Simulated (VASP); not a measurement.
Input of a VASP 6.6.1 run:

The input INCAR:

```
SYSTEM = GaP
PREC = Accurate
ENCUT = 600
EDIFF = 1E-7
ISMEAR = 0
SIGMA = 0.01
LREAL = .FALSE.
LASPH = .TRUE.
NELM = 100
ALGO = Normal
ISIF = 3
LWAVE = .FALSE.
LCHARG = .FALSE.
GGA = PE
IBRION = 2
NSW = 100
EDIFFG = -0.01
```

KPOINTS

```
Automatic mesh
0
G
  12 12 4
  0 0 0
```

POSCAR

```
GaP
1.0
    3.8984962849      0.0000000000      0.0000000000
   -1.9492481425      3.3761968193      0.0000000000
    0.0000000000      0.0000000000      8.5747733756
Ga P
3 3
Direct
    0.0000000000      0.5000000000      0.1666666667
    0.5000000000      0.5000000000      0.8333333333
    0.5000000000      0.0000000000      0.5000000000
    0.5000000000      0.5000000000      0.3333333333
    0.5000000000      0.0000000000      0.0000000000
    0.0000000000      0.5000000000      0.6666666667
```

Potentials or basis: VASP PAW PBE potentials, release 64 (Ga_d, P).

The run is started by

```sh
$ cat potpaw_PBE.64/Ga_d/POTCAR potpaw_PBE.64/P/POTCAR > POTCAR
$ mpirun -np 1 vasp_std > vasp.out
```

(1) Estimate the relaxed volume.

(2) Estimate the space group after relaxing (to 0.05 Å).

## Answers

(1) 18.85 Å³/atom.

(2) P6_222 (No. 180).
